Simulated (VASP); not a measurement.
Here is a VASP 6.6.1 calculation.

The input INCAR:

```
SYSTEM = Pt
  ALGO = Normal
  EDIFF = 1E-6
  ENCUT = 520
  GGA = PS
  ISIF = 2
  ISMEAR = -1
  LASPH = .TRUE.
  LCHARG = .FALSE.
  LREAL = .FALSE.
  LWAVE = .FALSE.
  NBANDS = 17
  NELM = 60
  PREC = Accurate
  SIGMA = 0.05
```

The input KPOINTS:

```
k-points
0
G
  11 11 6
  0 0 0
```

POSCAR

```
Pt
1.0
    2.6635335812      0.0000000000      0.0000000000
   -1.3317667906      2.3066877451      0.0000000000
    0.0000000000      0.0000000000      4.5245620144
Pt
2
Direct
    0.3333333333      0.6666666667      0.2500000000
    0.6666666667      0.3333333333      0.7500000000
```

Potentials or basis: VASP PAW PBE potentials, release 64 (Pt).

Launch:

```bash
$ cat potpaw_PBE.64/Pt/POTCAR > POTCAR
$ mpirun -np 1 vasp_std > vasp.out
```

Task: What does it give for the band gap on the k mesh?

Result: Zero (bands 10 and 11 overlap by 1.45 eV).

Task: Predict the pressure.

Result: 29.7 GPa.

Stress tensor (GPa, compression positive):
```
29.81  0.00  0.00
 0.00 29.81  0.00
 0.00  0.00 29.53
```

Caveat: the cell stands under pressure; the PAW data sets were made with another functional, which shifts forces and pressure a little; spin-orbit coupling is left out, which moves the levels of the heavy elements.
